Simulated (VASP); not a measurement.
# Pd (Fm-3m) in VASP: notebook, part 2 of 2

VASP 6.6.1.

### 3 Relaxation of cell and atoms, LDA

This run uses another cell than the first one, of 15.03 Å³/atom, 1.057 times its volume.

Contents of INCAR:

```
PREC = Accurate
ENCUT = 600
EDIFF = 1E-6
ISMEAR = 0
SIGMA = 0.1
LREAL = F
LASPH = T
NELM = 100
ALGO = Normal
ISIF = 3
LWAVE = F
LCHARG = F
IBRION = 2
NSW = 100
EDIFFG = -0.05
```

Contents of KPOINTS:

```
regular mesh
0
Gamma
  8 8 8
```

Contents of POSCAR:

```
Pd
1.0
    0.0000000000      1.9586507900      1.9586507900
    1.9586507900      0.0000000000      1.9586507900
    1.9586507900      1.9586507900      0.0000000000
Pd
1
Direct
    0.0000000000      0.0000000000      0.0000000000
```

Potentials or basis: VASP PAW LDA potentials, release 64 (Pd).

Command:

```console
> cat potpaw_LDA.64/Pd/POTCAR > POTCAR
> mpirun -np 1 vasp_std > vasp.out
```

OUTCAR:

```text
PREC = Accurate
   ENCUT = 600
   EDIFF = 1E-6
   ISMEAR = 0
   LREAL = F
   LASPH = T
   NELM = 100
   ISIF = 3
   IBRION = 2
   NSW = 100
   EDIFFG = -0.05

 ion  position               nearest neighbor table
   1  0.000  0.000  0.000-

  LATTYP: Found a face centered cubic cell.
 ALAT       =     3.9173015800

  Lattice vectors:

 A1 = (   0.0000000000,   1.9586507900,   1.9586507900)
 A2 = (   1.9586507900,   0.0000000000,   1.9586507900)
 A3 = (   1.9586507900,   1.9586507900,   0.0000000000)

Analysis of symmetry for initial positions (statically):
=====================================================================
 Subroutine PRICEL returns:
 Original cell was already a primitive cell.

 Routine SETGRP: Setting up the symmetry group for a
 face centered cubic supercell.
[... 175 lines left out ...]
 fundamental gap:      0.0496570256
 Fermi energy:         9.3783592097

 k-point     1 :       0.0000    0.0000    0.0000
  band No.  band energies     occupation
      1       2.1810      2.00000
      2       6.5231      2.00000
      3       6.5231      2.00000
      4       6.5231      2.00000
      5       8.1157      2.00000
      6       8.1157      2.00000
      7      26.3997      0.00000
      8      31.0040      0.00000
      9      31.0040      0.00000
[... 345 lines left out ...]
--------------------------------------- Ionic step        3  -------------------------------------------

 number of electron      10.0000001 magnetization

 Free energy of the ion-electron system (eV)
  ---------------------------------------------------
  ext. energy  EPLUGINS =         0.00000000
  ---------------------------------------------------
  free energy    TOTEN  =        -6.47299623 eV

  energy without entropy =       -6.46052143  energy(sigma->0) =       -6.46675883

 E-fermi :  10.3099     XC(G=0): -13.7247

 val. band max:       10.2643060663   @ k =  -0.3750   0.3750   0.1250
 cond. band min:      10.3204491180   @ k =   0.5000   0.2500   0.0000
 fundamental gap:      0.0561430517
 Fermi energy:        10.3098904957

 k-point     1 :       0.0000    0.0000    0.0000
  band No.  band energies     occupation
      1       2.6864      2.00000
      2       7.1993      2.00000
      3       7.1993      2.00000
      4       7.1993      2.00000
      5       8.9362      2.00000
      6       8.9362      2.00000
      7      27.3361      0.00000
      8      32.2492      0.00000
      9      32.2492      0.00000
[... 304 lines left out ...]
  FREE ENERGIE OF THE ION-ELECTRON SYSTEM (eV)
  ---------------------------------------------------
  free  energy   TOTEN  =        -6.4729962333 eV

  energy  without entropy=       -6.4605214298  energy(sigma->0) =       -6.46675883

 reached required accuracy - stopping structural energy minimisation
```

CONTCAR:

```text
Pd
   1.00000000000000
    -0.0000000000000000    1.9241488649586169    1.9241488649586169
     1.9241488649586169   -0.0000000000000000    1.9241488649586169
     1.9241488649586169    1.9241488649586169    0.0000000000000000
  Pd
     1
Direct
     0.0000000000000000    0.0000000000000000    0.0000000000000000

  0.00000000E+00  0.00000000E+00  0.00000000E+00
```

Wall time 4.2 s (1 thread of Intel Xeon 6975P-C (Granite Rapids), shared host); peak memory 0.14 GiB.

What came out:

| Property | Result |
| --- | --- |
| Free energy | -6.4730 eV |
| Relaxed volume | 14.25 Å³/atom |
| Relaxed cell | a = 2.721 Å, b = 2.721 Å, c = 2.721 Å, α = 60.00°, β = 60.00°, γ = 60.00° |
| Space group after relaxing (to 0.05 Å) | Fm-3m (No. 225) |
| Energy gained by relaxing | 28.1 meV/atom |
| Ionic steps | 3 |
| Pressure after relaxing | -0.3 GPa |
| Band gap on the k mesh | zero (band 5 reaches 10.56 eV, above the bottom of band 6 at 8.86 eV) |

Step by step:
```
step  energy change (eV)  largest force (eV/Å)  pressure (GPa)  volume (Å³)
   1              0.0000                0.0000          -10.60        15.03
   2              0.0667                0.0000           26.62        12.97
   3             -0.0281                0.0000           -0.33        14.25
```

Final structure:
```
Pd
1.0
     0.00000    1.92415    1.92415
     1.92415    0.00000    1.92415
     1.92415    1.92415    0.00000
Pd
1
Cartesian
  0.0000 0.0000 0.0000
```

### 4 Single point, LDA

This run uses another cell than the first one, of 14.16 Å³/atom, 0.996 times its volume.

Contents of INCAR:

```
PREC = Accurate ; ENCUT = 520
EDIFF = 1E-6 ; ISMEAR = 0
SIGMA = 0.1 ; LREAL = F
LASPH = T ; NELM = 100
ALGO = Fast ; ISIF = 2
LWAVE = F ; LCHARG = F
NBANDS = 11
```

Contents of KPOINTS:

```
Automatic mesh
0
Gamma
  16 16 16
```

Contents of POSCAR:

```
Pd
1.0
    0.0000000000      1.9199738897      1.9199738897
    1.9199738897      0.0000000000      1.9199738897
    1.9199738897      1.9199738897      0.0000000000
Pd
1
Direct
    0.0000000000      0.0000000000      0.0000000000
```

Potentials or basis: VASP PAW LDA potentials, release 64 (Pd).

Command:

```console
> cat potpaw_LDA.64/Pd/POTCAR > POTCAR
> mpirun -np 1 vasp_std > vasp.out
```

OUTCAR:

```text
PREC = Accurate
   ENCUT = 520
   EDIFF = 1E-6
   ISMEAR = 0
   LREAL = F
   LASPH = T
   NELM = 100
   ISIF = 2

 ion  position               nearest neighbor table
   1  0.000  0.000  0.000-

  LATTYP: Found a face centered cubic cell.
 ALAT       =     3.8399477794

  Lattice vectors:

 A1 = (   0.0000000000,   1.9199738897,   1.9199738897)
 A2 = (   1.9199738897,   0.0000000000,   1.9199738897)
 A3 = (   1.9199738897,   1.9199738897,   0.0000000000)

Analysis of symmetry for initial positions (statically):
[... 505 lines left out ...]
      3       7.3848      2.00000
      4       7.4255      2.00000
      5       8.8707      2.00000
      6       9.0437      2.00000
      7      27.8783      0.00000
      8      30.6179      0.00000
      9      32.2522      0.00000
     10      33.1851      0.00000
     11      36.1422      0.00000

 [... further k-points ...]
[... 5 lines left out ...]
  --------------------------------------------------------------------------------------
  -------------------------------------------------------------------------------------
  Total        0.0297137      0.0297137      0.0297137      0.0000000      0.0000000      0.0000000
  in kB        3.3631849      3.3631849      3.3631849      0.0000000      0.0000000      0.0000000
  external PRESSURE =       3.3631849 kB  Pullay stress =       0.0000000 kB

 VOLUME and BASIS-vectors are now :
 -----------------------------------------------------------------------------
  energy-cutoff  :      520.00
  volume of cell :       14.16
      direct lattice vectors                 reciprocal lattice vectors
     0.000000000  1.919973890  1.919973890    -0.260420208  0.260420208  0.260420208
     1.919973890  0.000000000  1.919973890     0.260420208 -0.260420208  0.260420208
     1.919973890  1.919973890  0.000000000     0.260420208  0.260420208 -0.260420208

 POSITION                                       TOTAL-FORCE (eV/Angst)
 -----------------------------------------------------------------------------------
      0.00000      0.00000      0.00000         0.000000     -0.000000     -0.000000
 -----------------------------------------------------------------------------------
    total drift:                                0.000000      0.000000      0.000000

  FREE ENERGIE OF THE ION-ELECTRON SYSTEM (eV)
  ---------------------------------------------------
  free  energy   TOTEN  =        -6.4987360284 eV

  energy  without entropy=       -6.4880044553  energy(sigma->0) =       -6.49337024
```

OSZICAR:

```text
N       E                     dE             d eps       ncg     rms          rms(c)
DAV:   1     0.413014562348E+02    0.41301E+02   -0.52489E+03  3198   0.860E+02
DAV:   2    -0.631842371759E+01   -0.47620E+02   -0.46245E+02  3578   0.183E+02
DAV:   3    -0.684408346941E+01   -0.52566E+00   -0.52403E+00  3816   0.209E+01
DAV:   4    -0.684621648182E+01   -0.21330E-02   -0.21328E-02  3909   0.138E+00
DAV:   5    -0.684623743447E+01   -0.20953E-04   -0.20952E-04  4194   0.127E-01    0.915E+00
RMM:   6    -0.651913171024E+01    0.32711E+00   -0.43852E-01  3394   0.608E+00    0.433E+00
RMM:   7    -0.650433208655E+01    0.14800E-01   -0.77091E-03  3847   0.983E-01    0.227E+00
RMM:   8    -0.649871047981E+01    0.56216E-02   -0.11459E-03  3816   0.356E-01    0.667E-02
RMM:   9    -0.649872875177E+01   -0.18272E-04   -0.14953E-04  4201   0.861E-02    0.227E-02
RMM:  10    -0.649873366556E+01   -0.49138E-05   -0.28790E-05  4056   0.376E-02    0.169E-02
RMM:  11    -0.649873636107E+01   -0.26955E-05   -0.10078E-05  3798   0.194E-02    0.666E-03
RMM:  12    -0.649873602837E+01    0.33270E-06   -0.25495E-06  3097   0.128E-02
   1 F= -.64987360E+01 E0= -.64933702E+01  d E =-.107316E-01
```

It took 7.4 s on 1 thread of Intel Xeon 6975P-C (Granite Rapids), shared host; peak memory 0.13 GiB.

What came out:

```
Free energy            : -6.4987 eV
Pressure               : 0.3 GPa
Band gap on the k mesh : zero (band 5 reaches 10.65 eV, above the bottom of band 6 at 8.94 eV)
```

Levels at points of the mesh, in eV from the Fermi level:
```tsv
k point	band 1	band 2	band 3	band 4	band 5	band 6	band 7	band 8	band 9	band 10
(0.00, 0.00, 0.00)	-7.60	-3.09	-3.09	-3.09	-1.33	-1.33	17.10	22.06	22.06	22.06
(0.50, 0.00, 0.00)	-5.72	-3.13	-3.13	-0.03	-0.03	0.82	7.56	16.49	21.29	21.29
(0.50, 0.50, 0.00)	-5.82	-5.52	-0.05	0.30	0.30	3.22	11.13	13.26	13.26	22.10
```

### 5 Overview

| task | cell | k mesh | cutoff (eV) | gap on the mesh (eV) | pressure (GPa) |
| --- | --- | --- | --- | --- | --- |
| single point | a = 2.719 Å, angles 60.0°, 1 atom | 8 × 8 × 8 | 520 | none | 0.2 |
| relaxation of cell and atoms | relaxed from a = 2.770 Å, angles 60.0°, 1 atom | 8 × 8 × 8 | 600 | none | -0.3 |
| single point | a = 2.715 Å, angles 60.0°, 1 atom | 16 × 16 × 16 | 520 | none | 0.3 |

Alike in all rows: level LDA; potentials or basis VASP PAW LDA potentials, release 64 (Pd); no spin polarisation; smearing gaussian 0.1 eV.

Absolute energies hang on the potentials; compare differences alone.
